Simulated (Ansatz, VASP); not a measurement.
One calculation of WS2, two programs

```
S W
1.0
     3.15955    0.00000    0.00000
    -1.57977    2.73625    0.00000
     0.00000    0.00000   23.80426
S W
4 2
Direct
  0.33333 0.66667 0.18904
  0.33333 0.66667 0.32146
  0.50000 0.33333 0.45757
  0.50000 0.33333 0.58999
  0.66667 0.33333 0.25525
  0.83333 0.00000 0.52378
```

Alike in both runs: task single point; functional PBE; dispersion D3(BJ); k mesh 9 × 9 × 1; occupations gaussian, width 0.05 eV; no spin polarisation.

|  | VASP | Ansatz |
| --- | --- | --- |
| version | VASP 6.6.1 | Ansatz 0.2.0 |
| potentials or method | VASP PAW PBE potentials, release 64 (S, W_sv), cutoff 520 eV | scalar-relativistic, plane waves, PAW |
| valence electrons in the cell | 52 | 52 |

```csv
,VASP,Ansatz,Ansatz less VASP
gap on the k mesh at the Fermi level (eV),1.66,1.64,-0.016
least direct gap on the mesh (eV),1.89,1.89,-0.003
rms of the force components (eV/Å),0.021,0.021,+0.0001
```

Neither program's run includes spin-orbit coupling.
